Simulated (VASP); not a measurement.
# V (P6/mmm) in VASP: a series of runs

Runs on V. Level: PBE. Tasks: single point, relaxation of cell and atoms.

All numbers are computed with VASP 6.6.1; they aren't measurements. Logs are shortened: lines on timing, memory, paths and dates and some standing lists are left out, and cuts for length are marked.

## 1. The cell of the first run

It takes space group P6/mmm (No. 191, hexagonal). The conventional cell has a = 2.601 Å, b = 2.601 Å, c = 2.419 Å, α = 90.00°, β = 90.00°, γ = 120.00°. Within 3.2 Å of V (site symmetry 6/mmm) lie 8 V at 2.42 to 2.60 Å.

## 2. Single point, PBE

Contents of INCAR:

```
PREC     = Accurate       # precision mode
ENCUT    = 520            # plane-wave cutoff, eV
EDIFF    = 1E-6           # SCF threshold, eV
ISMEAR   = 0              # smearing method
SIGMA    = 0.1            # smearing width, eV
LREAL    = False          # projectors in reciprocal space
LASPH    = True           # aspherical terms in the spheres
NELM     = 100            # most SCF steps
ALGO     = Normal         # electronic algorithm
ISIF     = 2              # what is computed and relaxed
LWAVE    = False          # write WAVECAR
LCHARG   = False          # write CHGCAR
GGA      = PE             # functional
NBANDS   = 12             # bands
```

Contents of KPOINTS:

```
regular mesh
0
Gamma
  24 24 22
```

Contents of POSCAR:

```
V
1.0
    2.6014003067      0.0000000000      0.0000000000
   -1.3007001533      2.2528787510      0.0000000000
    0.0000000000      0.0000000000      2.4191589892
V
1
Direct
    0.0000000000      0.0000000000      0.0000000000
```

Potentials or basis: VASP PAW PBE potentials, release 64 (V_sv).

Started as:

```console
cat potpaw_PBE.64/V_sv/POTCAR > POTCAR
mpirun -np 1 vasp_std > vasp.out
```

OUTCAR:

```text
PREC = Accurate
   ENCUT = 520
   EDIFF = 1E-6
   ISMEAR = 0
   LREAL = False
   LASPH = True
   NELM = 100
   ISIF = 2
   GGA = PE

 ion  position               nearest neighbor table
   1  0.000  0.000  0.000-

  LATTYP: Found a hexagonal cell.
 ALAT       =     2.6014003067
 C/A-ratio  =     0.9299449158

  Lattice vectors:

 A1 = (   2.6014003067,   0.0000000000,   0.0000000000)
 A2 = (  -1.3007001533,   2.2528787510,   0.0000000000)
 A3 = (   0.0000000000,   0.0000000000,   2.4191589892)

Analysis of symmetry for initial positions (statically):
=====================================================================
 Subroutine PRICEL returns:
 Original cell was already a primitive cell.

 Routine SETGRP: Setting up the symmetry group for a
 hexagonal supercell.

 Subroutine GETGRP returns: Found 24 space group operations
 (whereof 24 operations were pure point group operations)
 out of a pool of 24 trial point group operations.

The static configuration has the point symmetry D_6h.

Analysis of symmetry for dynamics (positions and initial velocities):
=====================================================================
 Subroutine PRICEL returns:
 Original cell was already a primitive cell.

 Routine SETGRP: Setting up the symmetry group for a
 hexagonal supercell.

 Subroutine GETGRP returns: Found 24 space group operations
 (whereof 24 operations were pure point group operations)
 out of a pool of 24 trial point group operations.

The dynamic configuration has the point symmetry D_6h.

 Subroutine INISYM returns: Found 24 space group operations
 (whereof 24 operations are pure point group operations),
 and found     1 'primitive' translations

----------------------------------------------------------------------------------------

                                     Primitive cell

  volume of cell :      14.1778

  direct lattice vectors                    reciprocal lattice vectors
     2.601400307  0.000000000  0.000000000     0.384408350  0.221938264  0.000000000
    -1.300700153  2.252878751  0.000000000     0.000000000  0.443876529  0.000000000
     0.000000000  0.000000000  2.419158989     0.000000000  0.000000000  0.413366796

  length of vectors
     2.601400307  2.601400307  2.419158989     0.443876529  0.443876529  0.413366796

  position of ions in fractional coordinates (direct lattice)
     0.000000000  0.000000000  0.000000000

[... 76 lines left out ...]
   LREAL  =      F    real-space projection
   EDIFFG = 0.1E-04   stopping-criterion for IOM
   NSW    =      0    number of steps for IOM
   IBRION =     -1    ionic relax: 0-MD 1-quasi-New 2-CG
   NFREE  =      0    steps in history (QN), initial steepest desc. (CG)
   ISIF   =      2    stress and relaxation
   ISYM   =      2    0-nonsym 1-usesym 2-fastsym
   POTIM  = 0.5000    time-step for ionic-motion
   TEBEG  =    0.0;   TEEND  =   0.0 temperature during run
   PSTRESS=    0.0 pullay stress
   NELECT =      13.0000    total number of electrons
   NUPDOWN=      -1.0000    fix difference up-down
   EMIN   =  10.00;   EMAX   =-10.00  energy-range for DOS
   EFERMI =   0.00;   METHOD = LEGACY
   ISMEAR =     0;   SIGMA  =   0.10  broadening in eV -4-tet -1-fermi 0-gaus
   EFERMI_NEDOS =   21; number of points for ismear=-14 and -15
   IALGO  =     38    algorithm
   IMIX   =      4    mixing-type and parameters
     AMIX     =   0.40;   BMIX     =  1.00
     AMIX_MAG =   1.60;   BMIX_MAG =  1.00
  volume/ion in A,a.u.               =      14.18        95.68
  Fermi-wavevector in a.u.,A,eV,Ry     =   1.590448  3.005511 34.416275  2.529525
  Thomas-Fermi vector in A             =   2.689141
   LORBIT       =      0    0 simple, 1 ext, 2 COOP (PROOUT), +10 PAW based schemes
   GGA     = PE    functional components
   LHFCALC =     F    Hartree Fock is set to
   AEXX    =    0.0000 exact exchange contribution
   IVDW    =     0    specifies the selected vdW correction
   LEPSILON=     F    determine dielectric tensor
   LRPA    =     F    only Hartree local field effects (RPA)
 non-spin polarized calculation
 Gauss-broadening in eV      SIGMA  =   0.10
  energy-cutoff  :      520.00
  volume of cell :       14.18
 maximum number of plane-waves:       399
 NGX is ok and might be reduce to    20

 number of electron      12.9999988 magnetization

 Free energy of the ion-electron system (eV)
  ---------------------------------------------------
  ext. energy  EPLUGINS =         0.00000000
  ---------------------------------------------------
  free energy    TOTEN  =        -8.52155637 eV

  energy without entropy =       -8.51662079  energy(sigma->0) =       -8.51908858

 E-fermi :   9.4290     XC(G=0): -12.5697

 val. band max:        9.4281016747   @ k =   0.3333   0.1250   0.5000
 cond. band min:       9.4309597632   @ k =   0.2083   0.0833   0.2727
 fundamental gap:      0.0028580885
 Fermi energy:         9.4290054331

 k-point     1 :       0.0000    0.0000    0.0000
  band No.  band energies     occupation
      1     -54.6893      2.00000
      2     -27.9887      2.00000
      3     -27.9887      2.00000
      4     -27.9236      2.00000
      5       2.7298      2.00000
      6       7.0459      2.00000
      7       9.6182      0.00745
      8       9.6182      0.00745
      9      12.7493      0.00000
     10      12.7493      0.00000
     11      26.9567      0.00000
     12      27.8710      0.00000
[... 331 lines left out ...]
 k-point    24 :       0.4583    0.0417    0.0000
  band No.  band energies     occupation
      1     -54.5205      2.00000
      2     -28.8672      2.00000
      3     -28.1993      2.00000
      4     -27.8281      2.00000
      5       6.1294      2.00000
      6       7.8393      2.00000
      7       9.8692      0.00000
      8      10.9860      0.00000
      9      12.3733      0.00000
     10      12.9605      0.00000
     11      17.9723      0.00000
     12      24.4158      0.00000

 [... further k-points ...]
[... 5 lines left out ...]
  --------------------------------------------------------------------------------------
  -------------------------------------------------------------------------------------
  Total        0.0165233      0.0165233      0.0359356      0.0000000     -0.0000000      0.0000000
  in kB        1.8672360      1.8672360      4.0609368      0.0000000     -0.0000000      0.0000000
  external PRESSURE =       2.5984696 kB  Pullay stress =       0.0000000 kB

 VOLUME and BASIS-vectors are now :
 -----------------------------------------------------------------------------
  energy-cutoff  :      520.00
  volume of cell :       14.18
      direct lattice vectors                 reciprocal lattice vectors
     2.601400307  0.000000000  0.000000000     0.384408350  0.221938264  0.000000000
    -1.300700153  2.252878751  0.000000000     0.000000000  0.443876529  0.000000000
     0.000000000  0.000000000  2.419158989     0.000000000  0.000000000  0.413366796

 POSITION                                       TOTAL-FORCE (eV/Angst)
 -----------------------------------------------------------------------------------
      0.00000      0.00000      0.00000        -0.000000      0.000000      0.000000
 -----------------------------------------------------------------------------------
    total drift:                                0.000000      0.000000      0.000000

  FREE ENERGIE OF THE ION-ELECTRON SYSTEM (eV)
  ---------------------------------------------------
  free  energy   TOTEN  =        -8.5215563728 eV

  energy  without entropy=       -8.5166207879  energy(sigma->0) =       -8.51908858
```

Run time: 44 s. Hardware: 1 thread of Intel Xeon Platinum 8488C (Sapphire Rapids), shared host; peak memory 0.22 GiB.

Results:

| Property | Result |
| --- | --- |
| Free energy | -8.5216 eV |
| Pressure | 0.3 GPa |

Stress tensor (GPa, compression positive):
```
0.19 0.00 0.00
0.00 0.19 0.00
0.00 0.00 0.41
```

Levels at points of the mesh, in eV from the Fermi level:
```
           k point  band 3  band 4  band 5  band 6  band 7  band 8  band 9  band 10
(0.00, 0.00, 0.00)  -37.42  -37.35   -6.70   -2.38    0.19    0.19    3.32     3.32
(0.50, 0.00, 0.00)  -37.62  -37.26   -3.35   -1.59    0.55    1.54    2.96     3.44
(0.00, 0.00, 0.50)  -37.31  -37.31   -2.57   -0.36    0.76    0.76    1.35     1.35
(0.50, 0.00, 0.50)  -38.13  -37.50   -3.56   -1.75    0.51    3.63    4.32     7.06
```

## 3. Relaxation of cell and atoms, PBE

This run uses another cell than the first one, of 14.10 Å³/atom, 0.994 times its volume.

Contents of INCAR:

```
ALGO = Normal ; EDIFF = 1E-6
EDIFFG = -0.01 ; ENCUT = 600
GGA = PE ; IBRION = 2
ISIF = 3 ; ISMEAR = 0
LASPH = True ; LCHARG = False
LREAL = False ; LWAVE = False
NELM = 100 ; NSW = 100
PREC = Accurate ; SIGMA = 0.1
```

Contents of KPOINTS:

```
k-points
0
Gamma
  24 24 22
```

Contents of POSCAR:

```
V
1.0
    2.5924543552      0.0000000000      0.0000000000
   -1.2962271776      2.2451313298      0.0000000000
    0.0000000000      0.0000000000      2.4223245382
V
1
Direct
    0.0000000000      0.0000000000      0.0000000000
```

Potentials or basis: VASP PAW PBE potentials, release 64 (V_sv).

Started as:

```console
cat potpaw_PBE.64/V_sv/POTCAR > POTCAR
mpirun -np 1 vasp_std > vasp.out
```

Run time: 1.8 min. Hardware: 1 thread of Intel Xeon Platinum 8488C (Sapphire Rapids), shared host; peak memory 0.25 GiB.

Results (log left out):

```yaml
Free_energy: -8.5215 eV
Relaxed_volume: 14.19 Å³/atom
Relaxed_cell: a = 2.602 Å, b = 2.602 Å, c = 2.421 Å, α = 90.00°, β = 90.00°, γ = 120.00°
Space_group_after_relaxing_to_0.05_Å: P6/mmm (No. 191)
Energy_gained_by_relaxing: 0.5 meV/atom
Ionic_steps: 5
Pressure_after_relaxing: 0.1 GPa
```

The path:
```csv
step,energy change (eV),largest force (eV/Å),pressure (GPa),volume (Å³)
1,0.0000,0.0000,1.11,14.10
2,-0.0001,0.0000,-1.14,14.30
3,-0.0005,0.0000,-0.09,14.20
4,-0.0005,0.0000,-0.06,14.20
5,-0.0005,0.0000,0.06,14.19
```

Final structure:
```
V
1.0
     2.60179    0.00000    0.00000
    -1.30089    2.25321    0.00000
     0.00000    0.00000    2.42085
V
1
Direct
  0.00000 0.00000 0.00000
```

Levels at points of the mesh, in eV from the Fermi level:
| k point | band 2 | band 3 | band 4 | band 5 | band 6 | band 7 | band 8 | band 9 | band 10 |
| --- | --- | --- | --- | --- | --- | --- | --- | --- | --- |
| (0.00, 0.00, 0.00) | -37.42 | -37.42 | -37.36 | -6.70 | -2.38 | 0.19 | 0.19 | 3.31 | 3.31 |
| (0.50, 0.00, 0.00) | -38.30 | -37.62 | -37.26 | -3.34 | -1.58 | 0.55 | 1.53 | 2.96 | 3.44 |
| (0.00, 0.00, 0.50) | -38.49 | -37.32 | -37.32 | -2.58 | -0.37 | 0.76 | 0.76 | 1.35 | 1.35 |
| (0.50, 0.00, 0.50) | -38.31 | -38.13 | -37.51 | -3.56 | -1.76 | 0.51 | 3.62 | 4.31 | 7.06 |

## 4. Single point, PBE, collinear spin, ferrimagnetic start

This run uses another cell than the first one: it holds 3 atoms, not 1.

Contents of INCAR:

```
SYSTEM = V
ALGO = Normal
EDIFF = 1E-7
ENCUT = 520
GGA = PE
ISIF = 2
ISMEAR = 0
ISPIN = 2
LASPH = .TRUE.
LCHARG = .FALSE.
LMAXMIX = 4
LORBIT = 11
LREAL = .FALSE.
LWAVE = .FALSE.
MAGMOM = 1.31 -0.2 -0.2
NBANDS = 30
NELM = 150
PREC = Accurate
SIGMA = 0.1
```

Contents of KPOINTS:

```
k-points
0
G
  6 6 6
  0 0 0
```

Contents of POSCAR:

```
V
1.0
    4.4380171422      0.0000000000      0.0000000000
   -2.2190085711      3.8434355876      0.0000000000
    0.0000000000      0.0000000000      2.4016985326
V
3
Direct
    0.0000000000      0.0000000000      0.0000000000
    0.3333333333      0.6666666667      0.5000000000
    0.6666666667      0.3333333333      0.5000000000
```

Started as:

```console
cat potpaw_PBE.64/V_sv/POTCAR > POTCAR
mpirun -np 1 vasp_std > vasp.out
```

Wall time 46 s (1 thread of Intel Xeon Platinum 8488C (Sapphire Rapids), shared host); peak memory 0.2 GiB.

Results (log left out):

```
Free energy                                           : -26.5526 eV
Pressure                                              : 0.3 GPa
Net moment                                            : 0.32 μB per cell
Site moments                                          : V +0.10 μB
Valence electrons inside the program's atomic spheres : V 11.62, 11.69
```

Stress tensor (GPa, compression positive):
```
0.19 0.00 0.00
0.00 0.19 0.00
0.00 0.00 0.47
```

Levels at points of the mesh, in eV from the Fermi level:
Spin up:
```tsv
k point	band 16	band 17	band 18	band 19	band 20	band 21	band 22	band 23	band 24	band 25
(0.00, 0.00, 0.00)	-1.39	-1.36	-1.36	-1.32	-0.81	0.50	0.50	2.28	2.28	2.29
(0.50, 0.00, 0.00)	-1.54	-1.46	-1.19	-0.82	-0.80	0.72	1.69	2.15	2.41	2.42
(0.00, 0.00, 0.50)	-2.31	-1.81	-1.06	-0.01	-0.01	0.85	0.85	2.44	2.44	2.82
(0.50, 0.00, 0.50)	-1.90	-1.10	-0.66	-0.37	0.63	0.72	1.44	1.69	2.33	2.44
```
Spin down:
```csv
k point,band 17,band 18,band 19,band 20,band 21,band 22
"(0.00, 0.00, 0.00)",-1.31,-1.31,-1.15,-0.65,0.58,0.58
"(0.50, 0.00, 0.00)",-1.31,-1.14,-0.73,-0.67,0.75,1.74
"(0.00, 0.00, 0.50)",-1.75,-0.98,0.06,0.06,0.92,0.92
"(0.50, 0.00, 0.50)",-1.04,-0.60,-0.29,0.69,0.81,1.50
```

Caveat: the k points lie up to 0.44 Å⁻¹ apart.

## 5. Overview

```csv
task,spin,cell,k mesh,cutoff (eV),gap on the mesh (eV),pressure (GPa)
single point,off,"a = 2.601, b = 2.601, c = 2.419 Å, angles 90.0, 90.0, 120.0°, 1 atom",24 × 24 × 22,520,none,0.3
relaxation of cell and atoms,off,"relaxed from a = 2.592, b = 2.592, c = 2.422 Å, angles 90.0, 90.0, 120.0°, 1 atom",24 × 24 × 22,600,none,0.1
single point,"collinear, ferrimagnetic start","a = 4.438, b = 4.438, c = 2.402 Å, angles 90.0, 90.0, 120.0°, 3 atoms",6 × 6 × 6,520,none,0.3
```

Alike in all rows: level PBE; potentials or basis VASP PAW PBE potentials, release 64 (V_sv); smearing gaussian 0.1 eV.

Caveats: some runs use coarse meshes.

Total energies depend on the potentials used, so only differences within one code and one set of settings carry meaning.
